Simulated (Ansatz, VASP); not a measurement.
**One calculation of CoSi2, two programs**

File INCAR:

```
PREC = Accurate
ENCUT = 600
EDIFF = 1E-6
ISMEAR = 0
SIGMA = 0.1
LREAL = False
LASPH = True
NELM = 120
ALGO = Normal
ISIF = 2
LWAVE = False
LCHARG = False
GGA = PE
NBANDS = 16
GGA_COMPAT = False
```

KPOINTS

```
Automatic mesh
0
Gamma
  6 6 6
```

Contents of POSCAR:

```
CoSi2
1.0
    0.0000000000      2.6825000000      2.6825000000
    2.6825000000      0.0000000000      2.6825000000
    2.6825000000      2.6825000000      0.0000000000
Co Si
1 2
Direct
    0.0000000000      0.0000000000      0.0000000000
    0.2500000000      0.2500000000      0.2500000000
    0.7500000000      0.7500000000      0.7500000000
```

Input for Ansatz:

```yaml
crystal:
  lattice:
    - [0.0, 2.6825, 2.6825]
    - [2.6825, 0.0, 2.6825]
    - [2.6825, 2.6825, 0.0]
  atoms:
    - { symbol: Co, position: [0.0, 0.0, 0.0] }
    - { symbol: Si, position: [0.25, 0.25, 0.25] }
    - { symbol: Si, position: [0.75, 0.75, 0.75] }
basis:
  ecutwfc: 420
kpoints:
  mp_grid: { grid: [6, 6, 6] }
hamiltonian:
  xc: pbe
scf:
  occupations: { method: gaussian, width: 0.1 }
  max_iter: 60
output:
  forces: true
  stress: true
  eigenvalues: false
```

Alike in both runs: task single point; functional PBE; k mesh 6 × 6 × 6; occupations gaussian, width 0.1 eV; no spin polarisation.

```csv
,VASP,Ansatz
version,VASP 6.6.1,Ansatz 0.2.0
potentials or method,"VASP PAW PBE potentials, release 64 (Co, Si), cutoff 600 eV","scalar-relativistic, plane waves, PAW"
valence electrons in the cell,17,25
```

|  | VASP | Ansatz | Ansatz less VASP |
| --- | --- | --- | --- |
| pressure (GPa) | -0.7 | -0.5 | +0.25 |

VASP's potentials hold 17 valence electrons a cell and Ansatz's 25, so a difference there can come from the potentials and not from the codes.
